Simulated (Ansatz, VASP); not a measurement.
One calculation of Mg2Si3N, two programs

```
CELL_PARAMETERS angstrom
3.74895 0.00000 0.09677
0.00000 3.65809 0.00000
0.04007 0.00000 7.43454
ATOMIC_POSITIONS crystal
Mg 0.58679 0.50000 0.65830
Mg 0.99781 0.00000 0.92508
Si 0.49873 0.50000 0.13457
Si 0.10342 0.00000 0.52891
Si 0.60512 0.00000 0.32998
N 0.70814 0.50000 0.92315
```

Change from the starting cell: species swapped into the Fe2AsS3 type (Pm, No. 6).

Alike in both runs: functional PBE; k mesh 8 × 10 × 4; occupations gaussian, width 0.1 eV; no spin polarisation.

Ansatz relaxed the structure, and its values are those at the end. VASP's run is a single point on that final structure, the one shown.

```csv
,VASP,Ansatz
version,VASP 6.6.1,Ansatz 0.2.0
potentials or method,"VASP PAW PBE potentials, release 64 (Mg, Si, N), cutoff 600 eV","scalar-relativistic, plane waves, PAW"
valence electrons in the cell,21,37
```

|  | VASP | Ansatz | Ansatz less VASP |
| --- | --- | --- | --- |
| gap on the k mesh at the Fermi level (eV) | none | none | - |
| pressure (GPa) | -0.2 | 0.0 | +0.18 |
| rms of the force components (eV/Å) | 0.006 | 0.003 | -0.0029 |

A gap of «none» marks a metal or a gap that the smearing closes. VASP's potentials hold 21 valence electrons a cell and Ansatz's 37, so a difference there can come from the potentials and not from the codes.
